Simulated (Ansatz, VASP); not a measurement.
Two plane-wave programs on Ge

```
CELL_PARAMETERS angstrom
-2.57449 2.57449 1.39741
2.57449 -2.57449 1.39741
2.57449 2.57449 -1.39741
ATOMIC_POSITIONS crystal
Ge 0.24827 0.73387 0.47991
Ge 0.49663 0.50057 0.99107
```

Alike in both runs: task single point; functional r2SCAN; k mesh 8 × 8 × 6; no spin polarisation.

```csv
,VASP,Ansatz
version,VASP 6.6.1,Ansatz 0.2.0
potentials or method,"VASP PAW PBE potentials, release 64 (Ge_d), cutoff 520 eV","plane waves, PAW"
occupations,"methfessel-paxton of order 1, width 0.1 eV","cold, width 0.1 eV"
valence electrons in the cell,28,28
```

Ansatz gave:

```
pressure (GPa)                                                : 0.9
traceless stress, the component that is largest in VASP (GPa) : 2.73
rms of the force components (eV/Å)                            : 0.115
```

Question: Which values does VASP return?

Answer: Pressure (GPa): 0.8; traceless stress, the component that is largest in VASP (GPa): 2.63; rms of the force components (eV/Å): 0.115.

VASP's potentials were made for PBE, not for r2SCAN. Atom by atom the forces differ by 0.002 eV/Å (rms over components). Ansatz's warnings: stress scf threshold loose.
